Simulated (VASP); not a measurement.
**Nd3BeCl: single point with PBE**

Crystal: Nd3BeCl.

```
Nd Be Cl
1.0
     5.42784    0.00000    0.00000
     0.00000    5.42784    0.00000
     0.00000    0.00000    5.42784
Nd Be Cl
3 1 1
Direct
  0.50000 0.00000 0.50000
  0.50000 0.50000 0.00000
  0.00000 0.50000 0.50000
  0.50000 0.50000 0.50000
  0.00000 0.00000 0.00000
```

The cell was built from a structure type or drawn by symmetry, and may not be a known phase.

| Quantity | Value |
| --- | --- |
| Program | VASP 6.6.1 |
| Task | single point |
| Functional | PBE |
| Potentials or basis | VASP PAW PBE potentials, release 64 (Nd_3, Be, Cl), 4f in core |
| Cutoff | 600 eV |
| k mesh | 8 × 8 × 8 |
| Occupations | gaussian, width 0.1 eV |
| Spin | no spin polarisation |

```
Pressure               : 0.1 GPa
Band gap on the k mesh : zero (bands 21 and 22 overlap by 1.43 eV)
```

Levels at points of the mesh, in eV from the Fermi level:
| k point | band 17 | band 18 | band 19 | band 20 | band 21 | band 22 | band 23 | band 24 | band 25 | band 26 |
| --- | --- | --- | --- | --- | --- | --- | --- | --- | --- | --- |
| (0.00, 0.00, 0.00) | -4.35 | -1.56 | -0.90 | -0.90 | -0.67 | -0.67 | -0.67 | 1.97 | 1.97 | 1.97 |
| (0.50, 0.00, 0.00) | -3.53 | -1.28 | -0.34 | -0.09 | 0.08 | 0.15 | 0.15 | 0.28 | 0.83 | 0.83 |
| (0.50, 0.50, 0.00) | -2.55 | -1.63 | -1.63 | -0.56 | 0.76 | 0.90 | 0.90 | 0.95 | 0.95 | 1.46 |
| (0.50, 0.50, 0.50) | -2.36 | -2.36 | -2.36 | -0.97 | -0.25 | 1.03 | 1.03 | 1.03 | 1.24 | 1.24 |

Run time: 110 s on 1 thread of Intel(R) Xeon(R) 6975P-C (Granite Rapids), with other jobs on the host, peak memory 0.44 GiB.

Caveat: spin-orbit coupling is left out, which moves the levels of the heavy elements; the 4f electrons are frozen in the core, so they carry no moment and show no levels; the run has no spin polarisation, though such a crystal can be magnetic. With open d or f shells a metallic result of PBE can be an artefact of self-interaction; +U or a hybrid may open a gap.
